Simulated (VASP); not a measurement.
# Si (Ibca) in VASP: further runs, part 2 of 2

VASP 6.6.1. Earlier steps stand in the parts before.

**4. Single point, PBEsol (18.25 Å³/atom)**

This run uses another cell than the first one, of 18.25 Å³/atom.

File INCAR:

```
PREC = Accurate
ENCUT = 520
EDIFF = 1E-7
ISMEAR = 0
SIGMA = 0.15
LREAL = False
LASPH = True
NELM = 60
ALGO = Normal
ISIF = 2
LWAVE = False
LCHARG = False
GGA = PS
NBANDS = 26
```

File KPOINTS:

```
regular mesh
0
Gamma
  10 10 10
```

File POSCAR:

```
Si
1.0
   -3.3440073050      3.3440073050      3.2644199311
    3.3440073050     -3.3440073050      3.2644199311
    3.3440073050      3.3440073050     -3.2644199311
Si
8
Direct
    0.2047947401      0.2047947401      0.2047947401
    0.5000000000      0.0000000000      0.2952052599
    0.2952052599      0.5000000000      0.0000000000
    0.0000000000      0.2952052599      0.5000000000
    0.7952052599      0.7952052599      0.7952052599
    0.5000000000      0.0000000000      0.7047947401
    0.7047947401      0.5000000000      0.0000000000
    0.0000000000      0.7047947401      0.5000000000
```

Potentials or basis: VASP PAW PBE potentials, release 64 (Si).

Run with:

```bash
$ cat potpaw_PBE.64/Si/POTCAR > POTCAR
$ mpirun -np 1 vasp_std > vasp.out
```

OUTCAR:

```text
PREC = Accurate
   ENCUT = 520
   EDIFF = 1E-7
   ISMEAR = 0
   LREAL = False
   LASPH = True
   NELM = 60
   ISIF = 2
   GGA = PS

 ion  position               nearest neighbor table
   1  0.205  0.205  0.205-   5 2.35   3 2.36   4 2.38   2 2.40
   2  0.500  0.000  0.295-   6 2.35   4 2.36   3 2.38   1 2.40
   3  0.295  0.500  0.000-   7 2.35   1 2.36   2 2.38   4 2.40
   4  0.000  0.295  0.500-   8 2.35   2 2.36   1 2.38   3 2.40
[... 914 lines left out ...]
  -------------------------------------------------------------------------------------
  Total       -2.3192399     -2.2995303      0.8390696     -0.0000000      0.0000000      0.0000000
  in kB      -25.4481264    -25.2318604      9.2067874     -0.0000000      0.0000000      0.0000000
  external PRESSURE =     -13.8243998 kB  Pullay stress =       0.0000000 kB

 VOLUME and BASIS-vectors are now :
 -----------------------------------------------------------------------------
  energy-cutoff  :      520.00
  volume of cell :      146.02
      direct lattice vectors                 reciprocal lattice vectors
    -3.344007305  3.344007305  3.264419931     0.000000000  0.149521204  0.153166569
     3.344007305 -3.344007305  3.264419931     0.149521204  0.000000000  0.153166569
     3.344007305  3.344007305 -3.264419931     0.149521204  0.149521204  0.000000000

 POSITION                                       TOTAL-FORCE (eV/Angst)
 -----------------------------------------------------------------------------------
      0.68484      0.68484      0.66854        -0.080157      0.081636     -0.114780
     -0.68484      2.65917      0.66854         0.080157     -0.081636     -0.114780
      0.68484     -0.68484      2.59588        -0.080157     -0.081636      0.114780
      2.65917      0.68484     -0.66854         0.080157      0.081636      0.114780
      2.65917      2.65917      2.59588         0.080157     -0.081636      0.114780
      0.68484      4.02884     -0.66854        -0.080157      0.081636      0.114780
     -0.68484      0.68484      3.93296         0.080157      0.081636     -0.114780
      4.02884     -0.68484      0.66854        -0.080157     -0.081636     -0.114780
 -----------------------------------------------------------------------------------
    total drift:                               -0.000000     -0.000000      0.000000

  FREE ENERGIE OF THE ION-ELECTRON SYSTEM (eV)
  ---------------------------------------------------
  free  energy   TOTEN  =       -44.9890680986 eV

  energy  without entropy=      -44.9779288321  energy(sigma->0) =      -44.98349847
```

OSZICAR:

```text
N       E                     dE             d eps       ncg     rms          rms(c)
DAV:   1     0.546559250658E+02    0.54656E+02   -0.12089E+04  8892   0.102E+03
DAV:   2    -0.410676773025E+02   -0.95724E+02   -0.88145E+02 10988   0.145E+02
DAV:   3    -0.456732841511E+02   -0.46056E+01   -0.44917E+01 11898   0.284E+01
DAV:   4    -0.457409458752E+02   -0.67662E-01   -0.67410E-01 11086   0.427E+00
DAV:   5    -0.457420791710E+02   -0.11333E-02   -0.11324E-02 11712   0.514E-01    0.954E+00
DAV:   6    -0.451759345567E+02    0.56614E+00   -0.35132E-01 11020   0.248E+00    0.558E+00
DAV:   7    -0.449949250774E+02    0.18101E+00   -0.45561E-01 11186   0.273E+00    0.645E-01
DAV:   8    -0.449893091298E+02    0.56159E-02   -0.69888E-02 10470   0.125E+00    0.359E-01
DAV:   9    -0.449894272958E+02   -0.11817E-03   -0.31777E-03 11098   0.303E-01    0.181E-01
DAV:  10    -0.449891095812E+02    0.31771E-03   -0.47476E-04 11140   0.110E-01    0.641E-02
DAV:  11    -0.449890703352E+02    0.39246E-04   -0.27797E-04 10982   0.680E-02    0.290E-02
DAV:  12    -0.449890693284E+02    0.10068E-05   -0.33703E-05 10524   0.273E-02    0.186E-02
DAV:  13    -0.449890681320E+02    0.11964E-05   -0.17509E-06 11544   0.587E-03    0.241E-03
DAV:  14    -0.449890680986E+02    0.33429E-07   -0.39187E-07  9614   0.266E-03
   1 F= -.44989068E+02 E0= -.44983498E+02  d E =-.111393E-01
```

Wall time 16 min (1 thread of Intel Xeon 8259CL, shared host); peak memory 0.62 GiB.

Results:

* Free energy: -44.9891 eV
* Pressure: -1.4 GPa
* Largest force: 0.162 eV/Å
* Band gap on the k mesh: zero (bands 16 and 17 overlap by 0.26 eV)

Forces in eV/Å, atoms in the order of the input:
```
Si  -0.080  0.082 -0.115
Si   0.080 -0.082 -0.115
Si  -0.080 -0.082  0.115
Si   0.080  0.082  0.115
Si   0.080 -0.082  0.115
Si  -0.080  0.082  0.115
Si   0.080  0.082 -0.115
Si  -0.080 -0.082 -0.115
```

Stress tensor (GPa, compression positive):
```
-2.54  0.00  0.00
 0.00 -2.52  0.00
 0.00  0.00  0.92
```

Caveat: semilocal functionals underestimate gaps, and a narrow one can read as zero; the PAW data sets were made with another functional, which shifts forces and pressure a little.

**5. Single point, PBEsol (18.54 Å³/atom)**

This run uses another cell than the first one, of 18.54 Å³/atom.

File INCAR:

```
SYSTEM = Si
PREC = Accurate ; ENCUT = 520
EDIFF = 1E-7 ; ISMEAR = 0
SIGMA = 0.15 ; LREAL = .False.
LASPH = .True. ; NELM = 60
ALGO = Normal ; ISIF = 2
LWAVE = .False. ; LCHARG = .False.
GGA = PS ; NBANDS = 26
```

File KPOINTS:

```
regular mesh
0
Gamma
  10 10 10
  0 0 0
```

POSCAR, as its differences from that of step 4:

```diff
@@ -2,5 +2,5 @@
 1.0
-   -3.3440073050      3.3440073050      3.2644199311
-    3.3440073050     -3.3440073050      3.2644199311
-    3.3440073050      3.3440073050     -3.2644199311
+   -3.3615040646      3.3615040646      3.2815002678
+    3.3615040646     -3.3615040646      3.2815002678
+    3.3615040646      3.3615040646     -3.2815002678
 Si
```

Run with:

```bash
$ cat potpaw_PBE.64/Si/POTCAR > POTCAR
$ mpirun -np 1 vasp_std > vasp.out
```

Run time: 20 min. Hardware: 1 thread of Intel Xeon 8259CL, shared host; peak memory 0.61 GiB.

The run converged. Its results:

- Free energy: -44.9587 eV
- Pressure: -2.8 GPa
- Largest force: 0.189 eV/Å
- Band gap on the k mesh: zero (bands 16 and 17 overlap by 0.24 eV)

Forces on the atoms (eV/Å):
```
Si  -0.114  0.035 -0.146
Si   0.114 -0.035 -0.146
Si  -0.114 -0.035  0.146
Si   0.114  0.035  0.146
Si   0.114 -0.035  0.146
Si  -0.114  0.035  0.146
Si   0.114  0.035 -0.146
Si  -0.114 -0.035 -0.146
```

Stress tensor (GPa, compression positive):
```
-3.97  0.00  0.00
 0.00 -3.95  0.00
 0.00  0.00 -0.60
```

Levels at points of the mesh, in eV from the Fermi level:
```tsv
k point	band 14	band 15	band 16	band 17	band 18	band 19
(0.00, 0.00, 0.00)	-1.51	-1.41	-0.70	1.52	1.55	2.04
(0.50, 0.00, 0.00)	-2.07	-1.36	-1.36	0.48	0.48	1.94
(0.50, 0.00, 0.50)	-2.02	-1.23	-1.23	0.29	0.29	1.99
(0.50, 0.50, 0.00)	-2.09	-1.21	-1.21	0.36	0.36	1.96
(0.50, 0.50, 0.50)	-0.65	0.14	0.24	0.36	2.63	2.73
```

Caveat: semilocal functionals underestimate gaps, and a narrow one can read as zero; the PAW data sets were made with another functional, which shifts forces and pressure a little.

**6. The runs side by side**

| cell | gap on the mesh (eV) | pressure (GPa) | largest force (eV/Å) |
| --- | --- | --- | --- |
| a = 5.654 Å, angles 108.8, 108.8, 110.8°, 8 atoms | none | 3.8 | 0.24 |
| a = 5.746 Å, angles 110.1, 110.1, 108.2°, 8 atoms | none | -1.4 | 0.16 |
| a = 5.746 Å, angles 108.8, 108.8, 110.8°, 8 atoms | none | -1.4 | 0.16 |
| a = 5.776 Å, angles 108.8, 108.8, 110.8°, 8 atoms | none | -2.8 | 0.19 |

Alike in all rows: task single point; level PBEsol; potentials or basis VASP PAW PBE potentials, release 64 (Si); no spin polarisation; k mesh 10 × 10 × 10; cutoff (eV) 520; smearing gaussian 0.15 eV.

Caveats: semilocal functionals underestimate gaps, and a narrow one can read as zero; the PAW data sets were made with another functional, which shifts forces and pressure a little; the cell stands under pressure (at least some runs).

Total energies depend on the potentials used, so only differences within one code and one set of settings carry meaning.
